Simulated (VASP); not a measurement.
KBr:

```
K Br
1.0
     0.00000    3.30225    3.30225
     3.30225    0.00000    3.30225
     3.30225    3.30225    0.00000
K Br
1 1
Direct
  0.00000 0.00000 0.00000
  0.50000 0.50000 0.50000
```

Base run:

```yaml
Program: VASP 6.6.1
Functional: PBE
Potentials_or_basis: VASP PAW PBE potentials, release 64 (K_sv, Br)
Cutoff: 500 eV
k_mesh: 4 × 4 × 4
Occupations: gaussian, width 0.01 eV
Spin: no spin polarisation
```

Its results: band gap on the k mesh 4.43 eV; pressure 0.7 GPa.

Problem. After a change of settings the same cell gave: band gap on the k mesh 4.43 eV; pressure 0.1 GPa. Which change was it?
A. k mesh from 4 × 4 × 4 to 2 × 2 × 2
B. functional from PBE to LDA; potentials or basis from VASP PAW PBE potentials, release 64 (K_sv, Br) to VASP PAW LDA potentials, release 64 (K_sv, Br)
C. dispersion from none to D4

Solution. C.

Dispersion adds attraction, which lowers the pressure at fixed volume and, as a term added to the energy, leaves the levels alone.
